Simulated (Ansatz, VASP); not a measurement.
**SiC in VASP and in Ansatz**

```xyz
2
Lattice="0.0000 2.1770 2.1770 2.1770 0.0000 2.1770 2.1770 2.1770 0.0000" Properties=species:S:1:pos:R:3 pbc="T T T"
Si    1.0885    1.0885    1.0885
C     0.0000    0.0000    0.0000
```

Alike in both runs: task relaxation of cell and atoms; functional PBE; k mesh 10 × 10 × 10; occupations gaussian, width 0.02 eV; no spin polarisation.

|  | VASP | Ansatz |
| --- | --- | --- |
| version | VASP 6.6.1 | Ansatz 0.2.0 |
| potentials or method | VASP PAW PBE potentials, release 64 (Si, C), cutoff 600 eV | scalar-relativistic, plane waves, PAW |
| valence electrons in the cell | 8 | 8 |

Ansatz gave:

```
gap on the k mesh at the Fermi level, each at its own relaxed structure (eV) : 1.37
relaxed volume (Å³/atom)                                                     : 10.50
relaxed cell length with the largest relative difference (Å)                 : 3.097
```

Question: Which values does VASP return?

Answer: gap on the k mesh at the Fermi level, each at its own relaxed structure (eV): 1.37; relaxed volume (Å³/atom): 10.49; relaxed cell length with the largest relative difference (Å): 3.096.
